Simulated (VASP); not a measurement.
The system is HfH3.

```xyz
4
Lattice="3.0846 0.0000 0.0000 0.0000 3.0846 0.0000 0.0000 0.0000 3.0846" Properties=species:S:1:pos:R:3 pbc="T T T"
Hf    0.0000    0.0000    0.0000
H     0.0000    1.5423    1.5423
H     1.5423    0.0000    1.5423
H     1.5423    1.5423    0.0000
```

| Item | Value |
| --- | --- |
| Program | VASP 6.6.1 |
| Task | relaxation of cell and atoms |
| Functional | BLYP |
| Dispersion | D3(BJ) |
| Potentials or basis | VASP PAW PBE potentials, release 64 (Hf_pv, H) |
| Cutoff | 600 eV |
| k mesh | 7 × 7 × 7 |
| Occupations | methfessel-paxton, width 0.1 eV |
| Spin | no spin polarisation |

At the start: pressure -5.0 GPa; volume 7.34 Å³/atom.

Question: How do energy, volume and symmetry change on relaxing?

Answer: Over 3 steps the energy falls by 4.2 meV/atom and the volume is 7.08 Å³/atom (-3.5 %); space group Pm-3m (No. 221, to 0.05 Å).

Step by step:
```tsv
step	energy change (eV)	largest force (eV/Å)	pressure (GPa)	volume (Å³)
1	0.0000	0.0000	-5.02	29.35
2	-0.0168	0.0000	-0.38	28.38
3	-0.0169	0.0000	-0.02	28.31
```

Final structure:
```xyz
4
Lattice="3.0478 0.0000 0.0000 0.0000 3.0478 0.0000 0.0000 0.0000 3.0478" Properties=species:S:1:pos:R:3 pbc="T T T"
Hf    0.0000    0.0000    0.0000
H     0.0000    1.5239    1.5239
H     1.5239    0.0000    1.5239
H     1.5239    1.5239    0.0000
```

Caveat: the PAW data sets were made with another functional, which shifts forces and pressure a little; pairwise dispersion overbinds metals, which lowers pressure and volume.
